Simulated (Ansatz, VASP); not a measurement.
# Two plane-wave programs on Al3N

```
Al N
1.0
     4.00015    0.00000    0.00000
     0.00000    4.00015    0.00000
     0.00000    0.00000    4.00015
Al N
3 1
Direct
  0.50000 0.00000 0.00000
  0.00000 0.50000 0.00000
  0.00000 0.00000 0.50000
  0.00000 0.00000 0.00000
```

Alike in both runs: functional PBE; k mesh 5 × 5 × 5; occupations gaussian, width 0.2 eV; no spin polarisation.

Ansatz relaxed the structure, and its values are those at the end. VASP's run is a single point on that final structure, the one shown.

|  | VASP | Ansatz |
| --- | --- | --- |
| version | VASP 6.6.1 | Ansatz 0.2.0 |
| potentials or method | VASP PAW PBE potentials, release 64 (Al, N), cutoff 600 eV | scalar-relativistic, plane waves, PAW |
| valence electrons in the cell | 14 | 14 |

```tsv
	VASP	Ansatz	Ansatz less VASP
gap on the k mesh at the Fermi level (eV)	none	none	-
pressure (GPa)	0.4	0.5	+0.11
```

A gap of «none» marks a metal or a gap that the smearing closes.
